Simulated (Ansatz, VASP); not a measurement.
# One calculation of Ca5GeN2, two programs

```xyz
16
Lattice="-3.5065 3.5065 6.6011 3.5065 -3.5065 6.6011 3.5065 3.5065 -6.6011" Properties=species:S:1:pos:R:3 pbc="T T T"
Ca    2.4123    1.0942    1.5890
Ca    2.4123    1.0942   -1.5890
Ca    1.0942    2.4123    5.0121
Ca    1.0942    2.4123    8.1901
Ca    1.0942    4.6007    1.5890
Ca    1.0942    4.6007   -1.5890
Ca    0.0000    0.0000    0.0000
Ca    2.4123   -1.0942    5.0121
Ca    2.4123   -1.0942    8.1901
Ca    0.0000    0.0000    6.6011
Ge    0.0000    0.0000    9.9016
Ge    0.0000    0.0000    3.3005
N     1.1846    2.3219    0.0000
N     2.3219    1.1846    6.6011
N    -1.1846    2.3219    6.6011
N     4.6911    1.1846    0.0000
```

Alike in both runs: functional PBE; k mesh 3 × 3 × 3; occupations gaussian, width 0.15 eV; no spin polarisation.

Ansatz relaxed the structure, and its values are those at the end. VASP's run is a single point on that final structure, the one shown.

|  | VASP | Ansatz |
| --- | --- | --- |
| version | VASP 6.6.1 | Ansatz 0.2.0 |
| potentials or method | VASP PAW PBE potentials, release 64 (Ca_sv, Ge_d, N), cutoff 520 eV | scalar-relativistic, plane waves, PAW |
| valence electrons in the cell | 148 | 148 |

```tsv
	VASP	Ansatz	Ansatz less VASP
gap on the k mesh at the Fermi level (eV)	0.13	0.13	+0.001
least direct gap on the mesh (eV)	0.20	0.21	+0.003
pressure (GPa)	0.4	0.2	-0.22
rms of the force components (eV/Å)	0.025	0.041	+0.0159
```

The k mesh is coarse, so the values compare programs but aren't converged.
